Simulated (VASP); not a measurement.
# InH3 (P6/mmm) in VASP: a series of runs, part 2 of 2

VASP 6.6.1.

### Step 3. Single point, PBE

This run uses another cell than the first one, of 14.52 Å³/atom.

Input file INCAR:

```
SYSTEM = InH3
  ALGO = Normal
  EDIFF = 1E-7
  ENCUT = 520
  GGA = PE
  ISIF = 2
  ISMEAR = 0
  LASPH = .True.
  LCHARG = .True.
  LELF = .True.
  LREAL = .False.
  LVHAR = .True.
  LWAVE = .False.
  NBANDS = 16
  NELM = 80
  PREC = Accurate
  SIGMA = 0.1
```

Input file KPOINTS:

```
k-points
0
Gamma
  6 6 4
  0 0 0
```

Input file POSCAR:

```
InH3
1.0
    3.5143807100      0.0000000000      0.0000000000
   -1.7571903600      3.0435429800      0.0000000000
    0.0000000000      0.0000000000      5.4296460200
In H
1 3
Direct
    0.0000000000      0.0000000000      0.0000000000
    0.5000000000      0.0000000000      0.5000000000
    0.0000000000      0.5000000000      0.5000000000
    0.5000000000      0.5000000000      0.5000000000
```

Potentials or basis: VASP PAW PBE potentials, release 64 (In_d, H).

Command:

```sh
cat potpaw_PBE.64/In_d/POTCAR potpaw_PBE.64/H/POTCAR > POTCAR
mpirun -np 1 vasp_std > vasp.out
```

OUTCAR:

```text
SYSTEM = InH3
   EDIFF = 1E-7
   ENCUT = 520
   GGA = PE
   ISIF = 2
   ISMEAR = 0
   LASPH = .True.
   LREAL = .False.
   NELM = 80
   PREC = Accurate

 ion  position               nearest neighbor table
   1  0.000  0.000  0.000-
   2  0.500  0.000  0.500-
   3  0.000  0.500  0.500-
   4  0.500  0.500  0.500-

  LATTYP: Found a hexagonal cell.
 ALAT       =     3.5143807100
 C/A-ratio  =     1.5449794624

  Lattice vectors:

 A1 = (   3.5143807100,   0.0000000000,   0.0000000000)
 A2 = (  -1.7571903600,   3.0435429800,   0.0000000000)
 A3 = (   0.0000000000,   0.0000000000,   5.4296460200)

Analysis of symmetry for initial positions (statically):
=====================================================================
 Subroutine PRICEL returns:
 Original cell was already a primitive cell.

 Routine SETGRP: Setting up the symmetry group for a
 hexagonal supercell.

 Subroutine GETGRP returns: Found 24 space group operations
 (whereof 24 operations were pure point group operations)
 out of a pool of 24 trial point group operations.

The static configuration has the point symmetry D_6h.

Analysis of symmetry for dynamics (positions and initial velocities):
=====================================================================
 Subroutine PRICEL returns:
 Original cell was already a primitive cell.

 Routine SETGRP: Setting up the symmetry group for a
 hexagonal supercell.

 Subroutine GETGRP returns: Found 24 space group operations
 (whereof 24 operations were pure point group operations)
 out of a pool of 24 trial point group operations.

The dynamic configuration has the point symmetry D_6h.

 Subroutine INISYM returns: Found 24 space group operations
 (whereof 24 operations are pure point group operations),
 and found     1 'primitive' translations

----------------------------------------------------------------------------------------

                                     Primitive cell

  volume of cell :      58.0764

  direct lattice vectors                    reciprocal lattice vectors
     3.514380710  0.000000000  0.000000000     0.284545154  0.164282221  0.000000000
    -1.757190360  3.043542980  0.000000000     0.000000000  0.328564442  0.000000000
     0.000000000  0.000000000  5.429646020     0.000000000  0.000000000  0.184174069

  length of vectors
     3.514380710  3.514380718  5.429646020     0.328564442  0.328564442  0.184174069

  position of ions in fractional coordinates (direct lattice)
     0.000000000  0.000000000  0.000000000
     0.500000000  0.000000000  0.500000000
     0.000000000  0.500000000  0.500000000
     0.500000000  0.500000000  0.500000000

  ion indices of the primitive-cell ions
   primitive index   ion index
                 1           1
                 2           2
                 3           3
                 4           4

----------------------------------------------------------------------------------------

 KPOINTS: k-points

Automatic generation of k-mesh.
 Grid dimensions read from file:
 generate k-points for:    6    6    4

 Generating k-lattice:

  Cartesian coordinates                     Fractional coordinates (reciprocal lattice)
     0.047424192  0.027380370  0.000000000     0.166666667  0.000000000  0.000000000
     0.000000000  0.054760740  0.000000000     0.000000000  0.166666667  0.000000000
     0.000000000  0.000000000  0.046043517     0.000000000  0.000000000  0.250000000

  Length of vectors
     0.054760740  0.054760740  0.046043517

  Shift w.r.t. Gamma in fractional coordinates (k-lattice)
     0.000000000  0.000000000  0.000000000

 Subroutine IBZKPT returns following result:
 ===========================================

 Found     21 irreducible k-points:

 Following reciprocal coordinates:
            Coordinates               Weight
  0.000000  0.000000  0.000000      1.000000
  0.166667 -0.000000  0.000000      6.000000
  0.333333 -0.000000  0.000000      6.000000
  0.500000 -0.000000  0.000000      3.000000
  0.166667  0.166667  0.000000      6.000000
  0.333333  0.166667  0.000000     12.000000
[... 13 lines left out ...]
  0.333333  0.166667  0.500000     12.000000
  0.333333  0.333333  0.500000      2.000000
   k-points           NKPTS =     21   k-points in BZ     NKDIM =     21   number of bands    NBANDS=     16
   number of dos      NEDOS =    301   number of ions     NIONS =      4
   total plane-waves  NPLWV =  31360
   dimension x,y,z NGX =    28 NGY =   28 NGZ =   40
   dimension x,y,z NGXF=    56 NGYF=   56 NGZF=   80
   ions per type =               1   3
   NGX,Y,Z   is equivalent  to a cutoff of  13.25, 13.25, 12.25 a.u.
   NGXF,Y,Z  is equivalent  to a cutoff of  26.49, 26.49, 24.49 a.u.
 SYSTEM =  InH3
   PREC   = accura    normal or accurate (medium, high low for compatibility)
   ISTART =      0    job   : 0-new  1-cont  2-samecut
   ICHARG =      2    charge: 1-file 2-atom 10-const
   ISPIN  =      1    spin polarized calculation?
   LNONCOLLINEAR =      F non collinear calculations
   LSORBIT =      F    spin-orbit coupling
   LASPH  =      T    aspherical Exc in radial PAW
   ENCUT  =  520.0 eV  38.22 Ry    6.18 a.u.   6.53  6.53 10.10*2*pi/ulx,y,z
   NELM   =     80;   NELMIN=  2; NELMDL= -5     # of ELM steps
   EDIFF  = 0.1E-06   stopping-criterion for ELM
   LREAL  =      F    real-space projection
   EDIFFG = 0.1E-05   stopping-criterion for IOM
   NSW    =      0    number of steps for IOM
   IBRION =     -1    ionic relax: 0-MD 1-quasi-New 2-CG
   NFREE  =      0    steps in history (QN), initial steepest desc. (CG)
   ISIF   =      2    stress and relaxation
   ISYM   =      2    0-nonsym 1-usesym 2-fastsym
   POTIM  = 0.5000    time-step for ionic-motion
   TEBEG  =    0.0;   TEEND  =   0.0 temperature during run
   PSTRESS=    0.0 pullay stress
   NELECT =      16.0000    total number of electrons
   NUPDOWN=      -1.0000    fix difference up-down
   EMIN   =  10.00;   EMAX   =-10.00  energy-range for DOS
   EFERMI =   0.00;   METHOD = LEGACY
   ISMEAR =     0;   SIGMA  =   0.10  broadening in eV -4-tet -1-fermi 0-gaus
   EFERMI_NEDOS =   21; number of points for ismear=-14 and -15
   IALGO  =     38    algorithm
   IMIX   =      4    mixing-type and parameters
     AMIX     =   0.40;   BMIX     =  1.00
     AMIX_MAG =   1.60;   BMIX_MAG =  1.00
  volume/ion in A,a.u.               =      14.52        97.98
  Fermi-wavevector in a.u.,A,eV,Ry     =   1.065242  2.013015 15.439079  1.134740
  Thomas-Fermi vector in A             =   2.200787
   LORBIT       =      0    0 simple, 1 ext, 2 COOP (PROOUT), +10 PAW based schemes
   GGA     = PE    functional components
   LHFCALC =     F    Hartree Fock is set to
   AEXX    =    0.0000 exact exchange contribution
   IVDW    =     0    specifies the selected vdW correction
   LEPSILON=     F    determine dielectric tensor
   LRPA    =     F    only Hartree local field effects (RPA)
 non-spin polarized calculation
 Gauss-broadening in eV      SIGMA  =   0.10
  energy-cutoff  :      520.00
  volume of cell :       58.08
 maximum number of plane-waves:      1604
 NGX is ok and might be reduce to    28
   NGX = 13   NGY = 13   NGZ = 21

 number of electron      15.9999992 magnetization

 Free energy of the ion-electron system (eV)
  ---------------------------------------------------
  ext. energy  EPLUGINS =         0.00000000
  ---------------------------------------------------
  free energy    TOTEN  =        -8.58506175 eV

  energy without entropy =       -8.56639029  energy(sigma->0) =       -8.57572602

 E-fermi :   2.2528     XC(G=0):  -8.3763

 val. band max:        2.2391870569   @ k =   0.1667   0.1667   0.0000
 cond. band min:       2.2757748272   @ k =   0.1667  -0.0000   0.0000
 fundamental gap:      0.0365877703
 Fermi energy:         2.2527832915

 k-point     1 :       0.0000    0.0000    0.0000
  band No.  band energies     occupation
      1     -12.4933      2.00000
      2     -12.3954      2.00000
      3     -12.3954      2.00000
      4     -12.3328      2.00000
      5     -12.3328      2.00000
      6      -6.0934      2.00000
[... 8 lines left out ...]
     15      15.3179      0.00000
     16      15.6017      0.00000
[... 363 lines left out ...]
  band No.  band energies     occupation
      1     -12.4041      2.00000
      2     -12.4041      2.00000
      3     -12.3579      2.00000
      4     -12.3156      2.00000
      5     -12.3156      2.00000
      6      -1.1292      2.00000
[... 8 lines left out ...]
     15      13.5011      0.00000
     16      13.5011      0.00000

------------------------ aborting loop because EDIFF is reached ----------------------------------------

  FORCE on cell =-STRESS in cart. coord.  units (eV):
  Direction    XX          YY          ZZ          XY          YZ          ZX
  --------------------------------------------------------------------------------------
  -------------------------------------------------------------------------------------
  Total       -4.0212858     -4.0212858     -1.6496871      0.0000000      0.0000000      0.0000000
  in kB     -110.9368316   -110.9368321    -45.5105832      0.0000002      0.0000000      0.0000000
  external PRESSURE =     -89.1280823 kB  Pullay stress =       0.0000000 kB

 VOLUME and BASIS-vectors are now :
 -----------------------------------------------------------------------------
  energy-cutoff  :      520.00
  volume of cell :       58.08
      direct lattice vectors                 reciprocal lattice vectors
     3.514380710  0.000000000  0.000000000     0.284545154  0.164282221  0.000000000
    -1.757190360  3.043542980  0.000000000     0.000000000  0.328564442  0.000000000
     0.000000000  0.000000000  5.429646020     0.000000000  0.000000000  0.184174069

 POSITION                                       TOTAL-FORCE (eV/Angst)
 -----------------------------------------------------------------------------------
      0.00000      0.00000      0.00000         0.000000      0.000000      0.000000
      1.75719      0.00000      2.71482        -0.000000      0.000000      0.000000
     -0.87860      1.52177      2.71482         0.000000      0.000000      0.000000
      0.87860      1.52177      2.71482         0.000000      0.000000      0.000000
 -----------------------------------------------------------------------------------
    total drift:                               -0.000000     -0.000000     -0.000000

  FREE ENERGIE OF THE ION-ELECTRON SYSTEM (eV)
  ---------------------------------------------------
  free  energy   TOTEN  =        -8.5850617484 eV

  energy  without entropy=       -8.5663902930  energy(sigma->0) =       -8.57572602
```

OSZICAR:

```text
N       E                     dE             d eps       ncg     rms          rms(c)
DAV:   1     0.908018931832E+02    0.90802E+02   -0.71686E+03   672   0.104E+03
DAV:   2    -0.297442570047E+01   -0.93776E+02   -0.89228E+02   768   0.261E+02
DAV:   3    -0.872835823830E+01   -0.57539E+01   -0.57095E+01   824   0.627E+01
DAV:   4    -0.887778578382E+01   -0.14943E+00   -0.14939E+00   896   0.114E+01
DAV:   5    -0.888633930062E+01   -0.85535E-02   -0.85533E-02   968   0.230E+00    0.204E+00
DAV:   6    -0.858467639150E+01    0.30166E+00   -0.27248E-01   944   0.422E+00    0.876E-01
DAV:   7    -0.858448491328E+01    0.19148E-03   -0.19664E-02   752   0.976E-01    0.500E-01
DAV:   8    -0.858618194724E+01   -0.16970E-02   -0.61465E-03   904   0.759E-01    0.209E-01
DAV:   9    -0.858512404158E+01    0.10579E-02   -0.21517E-03   800   0.315E-01    0.745E-02
DAV:  10    -0.858515938454E+01   -0.35343E-04   -0.35347E-04   920   0.169E-01    0.579E-02
DAV:  11    -0.858506863631E+01    0.90748E-04   -0.14052E-04   848   0.796E-02    0.177E-02
DAV:  12    -0.858506453037E+01    0.41059E-05   -0.21086E-05   816   0.257E-02    0.976E-03
DAV:  13    -0.858506629600E+01   -0.17656E-05   -0.84847E-06   904   0.167E-02    0.107E-02
DAV:  14    -0.858506181681E+01    0.44792E-05   -0.26927E-06   816   0.101E-02    0.256E-03
DAV:  15    -0.858506174839E+01    0.68411E-07   -0.41698E-07   816   0.330E-03
   1 F= -.85850617E+01 E0= -.85757260E+01  d E =-.186715E-01
```

stdout:

```text
POSCAR found type information on POSCAR InH
 POSCAR found :  2 types and       4 ions
 scaLAPACK will be used
 LDA part: xc-table for (Slater+PW92), standard interpolation
 POSCAR, INCAR and KPOINTS ok, starting setup
 FFT: planning ... GRIDC
 FFT: planning ... GRID_SOFT
 FFT: planning ... GRID
 WAVECAR not read
 entering main loop
```

Run time: 10 s. Hardware: 1 thread of Intel Xeon 6975P-C (Granite Rapids), shared host; peak memory 0.18 GiB.

What came out:

| Property | Result |
| --- | --- |
| Free energy | -8.5851 eV |
| Pressure | -8.9 GPa |
| Band gap on the k mesh | zero (bands 8 and 9 overlap by 3.87 eV) |

Stress tensor (GPa, compression positive):
```
-11.09   0.00   0.00
  0.00 -11.09   0.00
  0.00   0.00  -4.55
```

Levels at points of the mesh, in eV from the Fermi level:
| k point | band 5 | band 6 | band 7 | band 8 | band 9 | band 10 | band 11 | band 12 |
| --- | --- | --- | --- | --- | --- | --- | --- | --- |
| (0.00, 0.00, 0.00) | -14.59 | -8.35 | -5.09 | -0.46 | 3.57 | 3.57 | 8.17 | 8.17 |
| (0.50, 0.00, 0.00) | -14.46 | -4.91 | -4.17 | -1.21 | -0.59 | 2.24 | 2.80 | 5.30 |
| (0.00, 0.00, 0.50) | -14.59 | -7.55 | -6.79 | 2.34 | 3.58 | 3.58 | 6.70 | 8.47 |
| (0.50, 0.00, 0.50) | -14.46 | -4.61 | -3.25 | -2.95 | -1.53 | 2.53 | 4.19 | 5.27 |

Caveat: the cell stands under tension; spin-orbit coupling is left out, which moves the levels of the heavy elements.
